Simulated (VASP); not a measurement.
**BaS: single point with PBE**

The system is BaS.

```xyz
2
Lattice="0.0000 3.2118 3.0220 3.2118 0.0000 3.0220 3.2118 3.2118 0.0000" Properties=species:S:1:pos:R:3 pbc="T T T"
Ba    0.0000    0.0000    0.0000
S     3.2118    3.2118    3.0220
```

This cell differs from its parent crystal: uniaxial z strain -5.9%.

```json
{
 "Program": "VASP 6.6.1",
 "Task": "single point",
 "Functional": "PBE",
 "Potentials or basis": "VASP PAW PBE potentials, release 64 (Ba_sv, S)",
 "Cutoff": "520 eV",
 "k mesh": "8 × 8 × 8",
 "Occupations": "fermi-dirac, width 0.02 eV",
 "Spin": "no spin polarisation",
 "Dipole correction": "no",
 "Further INCAR settings": "ALGO = Normal; EDIFF = 1e-07; NBANDS = 15"
}
```

```json
{
  "Pressure": "4.3 GPa",
  "Band gap on the k mesh": "1.80 eV (least direct gap 1.94 eV)"
}
```

Stress tensor (GPa, compression positive):
```
1.78 0.00 0.00
0.00 1.78 0.00
0.00 0.00 9.24
```

Levels at points of the mesh, in eV from the valence-band top:
| k point | band 4 | band 5 | band 6 | band 7 | band 8 | band 9 | band 10 | band 11 | band 12 | band 13 |
| --- | --- | --- | --- | --- | --- | --- | --- | --- | --- | --- |
| (0.00, 0.00, 0.00) | -11.17 | -10.63 | -0.27 | -0.27 | 0.00 | 3.45 | 3.54 | 3.54 | 3.99 | 4.46 |
| (0.50, 0.00, 0.00) | -11.20 | -9.12 | -2.23 | -1.40 | -1.37 | 5.50 | 5.62 | 6.25 | 6.40 | 8.68 |
| (0.50, 0.50, 0.00) | -11.43 | -10.55 | -0.39 | -0.39 | -0.38 | 1.80 | 5.97 | 6.15 | 7.44 | 7.44 |
| (0.50, 0.00, 0.50) | -11.33 | -10.55 | -0.77 | -0.39 | -0.08 | 1.86 | 5.55 | 6.39 | 7.29 | 7.70 |

It took 61 s on 1 thread of Intel Xeon 8259CL, with other jobs on the host, peak memory 0.23 GiB.

Caveat: the cell differs from its parent crystal (uniaxial z strain -5.9%); the cell stands under pressure; spin-orbit coupling is left out, which moves the levels of the heavy elements. A k mesh can miss the band edges.
